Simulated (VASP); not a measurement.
ZrB2:

```
Zr B
1.0
     3.19099    0.00000    0.00000
    -1.59550    2.76348    0.00000
     0.00000    0.00000    3.55640
Zr B
1 2
Direct
  0.00000 0.00000 0.00000
  0.66667 0.33333 0.50000
  0.33333 0.66667 0.50000
```

Base run:

```yaml
Program: VASP 6.6.1
Functional: r2SCAN
Dispersion: rVV10
Potentials_or_basis: VASP PAW PBE potentials, release 64 (Zr_sv, B)
Cutoff: 520 eV
k_mesh: 10 × 10 × 8
Occupations: fermi-dirac, width 0.05 eV
Spin: no spin polarisation
```

Its results: band gap on the k mesh zero (bands 9 and 10 overlap by 0.84 eV); pressure -4.6 GPa.

Q: The run is repeated on the same cell with these changes: functional from r2SCAN to revPBE; dispersion from rVV10 to D3(BJ). What comes out?

A: Band gap on the k mesh zero (bands 9 and 10 overlap by 0.78 eV); pressure -12.5 GPa.

Several settings changed at once.

Caveats: the cell stands under tension; the PAW data sets were made with another functional, which shifts forces and pressure a little.
